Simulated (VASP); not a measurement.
Here is a VASP 6.6.1 calculation.

Contents of INCAR:

```
ALGO = Normal
EDIFF = 1E-7
EDIFFG = -0.001
ENCUT = 600
GGA = PE
IBRION = 2
ISIF = 3
ISMEAR = -1
LASPH = T
LCHARG = F
LREAL = F
LWAVE = F
NELM = 80
NSW = 80
PREC = Accurate
SIGMA = 0.15
```

KPOINTS

```
k-points
0
Gamma
  18 18 18
```

File POSCAR:

```
Pt
1.0
    0.0000000000      1.9849513675      1.9849513675
    1.9849513675      0.0000000000      1.9849513675
    1.9849513675      1.9849513675      0.0000000000
Pt
1
Direct
    0.0000000000      0.0000000000      0.0000000000
```

Potentials or basis: VASP PAW PBE potentials, release 64 (Pt).

Launch:

```sh
$ cat potpaw_PBE.64/Pt/POTCAR > POTCAR
$ mpirun -np 1 vasp_std > vasp.out
```

Q: Estimate the relaxed volume.

A: 15.67 Å³/atom.

Q: Estimate the space group after relaxing (to 0.1 Å).

A: Fm-3m (No. 225).

Q: Estimate the band gap on the k mesh.

A: Zero (bands 5 and 6 overlap by 2.09 eV).

Final structure:
```cif
data_structure
_symmetry_space_group_name_H-M 'P 1'
_symmetry_Int_Tables_number 1
_cell_length_a 2.8087
_cell_length_b 2.8087
_cell_length_c 2.8087
_cell_angle_alpha 60.000
_cell_angle_beta 60.000
_cell_angle_gamma 60.000
_cell_volume 15.67
loop_
_atom_site_label
_atom_site_type_symbol
_atom_site_fract_x
_atom_site_fract_y
_atom_site_fract_z
_atom_site_occupancy
Pt1 Pt 0.00000 0.00000 0.00000 1
```

Caveat: spin-orbit coupling is left out, which moves the levels of the heavy elements.
